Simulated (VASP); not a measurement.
PbO2:

```
Pb O
1.0
     5.08191    0.00000    0.00000
     0.00000    5.08191    0.00000
     0.00000    0.00000    3.44166
Pb O
2 4
Direct
  0.00000 0.00000 0.00000
  0.50000 0.50000 0.50000
  0.30798 0.30798 0.00000
  0.19202 0.80798 0.50000
  0.69202 0.69202 0.00000
  0.80798 0.19202 0.50000
```

```yaml
Program: VASP 6.6.1
Task: relaxation of cell and atoms
Functional: PBEsol
Potentials_or_basis: VASP PAW PBE potentials, release 64 (Pb_d, O)
Cutoff: 600 eV
k_mesh: 4 × 4 × 6
Occupations: fermi-dirac, width 0.02 eV
Spin: no spin polarisation
```

At the start: pressure -5.0 GPa; volume 14.81 Å³/atom.

Problem. Where does the relaxation end?

Solution. Over 9 steps the energy falls by 9.7 meV/atom and the volume is 14.20 Å³/atom (-4.1 %); space group P4_2/mnm (No. 136, to 0.1 Å) before and after.

Step by step:
```tsv
step	energy change (eV)	largest force (eV/Å)	pressure (GPa)	volume (Å³)
1	0.0000	0.0568	-5.03	88.88
2	-0.0188	0.1962	4.59	83.03
3	-0.0553	0.0735	-0.09	85.56
4	-0.0553	0.0765	0.02	85.49
5	-0.0575	0.0256	0.07	85.33
6	-0.0582	0.0255	0.13	85.16
7	-0.0584	0.0153	-0.14	85.31
8	-0.0584	0.0161	-0.12	85.30
9	-0.0585	0.0042	0.01	85.21
```

Final structure:
```
Pb O
1.0
     4.99558    0.00000    0.00000
     0.00000    4.99558    0.00000
     0.00000    0.00000    3.41462
Pb O
2 4
Direct
  0.00000 0.00000 0.00000
  0.50000 0.50000 0.50000
  0.30760 0.30760 0.00000
  0.19240 0.80760 0.50000
  0.69240 0.69240 0.00000
  0.80760 0.19240 0.50000
```

Caveat: the PAW data sets were made with another functional, which shifts forces and pressure a little.
